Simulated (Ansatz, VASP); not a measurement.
## Al2O3: VASP beside Ansatz

```
Al O
1.0
     2.79780    0.00000    0.00000
    -1.39890    2.42296    0.00000
     0.00000    0.00000    9.05665
Al O
2 3
Cartesian
  0.0000 0.0000 1.3584
  0.0000 0.0000 7.6982
  0.0000 1.6153 2.0134
  1.3989 0.8077 0.0000
  0.0000 1.6153 7.0432
```

Change from the starting cell: strain -0.030 along x and y, -0.030 along z, atoms carried along.

Alike in both runs: task single point; functional LDA; k mesh 12 × 12 × 4; occupations gaussian, width 0.05 eV; no spin polarisation.

|  | VASP | Ansatz |
| --- | --- | --- |
| version | VASP 6.6.1 | Ansatz 0.2.0 |
| potentials or method | VASP PAW LDA potentials, release 64 (Al, O), cutoff 520 eV | scalar-relativistic, plane waves, PAW |
| valence electrons in the cell | 24 | 24 |

|  | VASP | Ansatz | Ansatz less VASP |
| --- | --- | --- | --- |
| gap on the k mesh at the Fermi level (eV) | 5.56 | 5.57 | +0.019 |
| least direct gap on the mesh (eV) | 5.86 | 5.88 | +0.014 |
| pressure (GPa) | 8.2 | 7.2 | -0.96 |
| traceless stress, the component that is largest in VASP (GPa) | -3.64 | -2.92 | +0.717 |
| rms of the force components (eV/Å) | 0.277 | 0.256 | -0.0208 |

LDA's correlation is that of Perdew and Zunger in VASP and of Perdew and Wang (1992) in Ansatz. Atom by atom the forces differ by 0.021 eV/Å (rms over components).
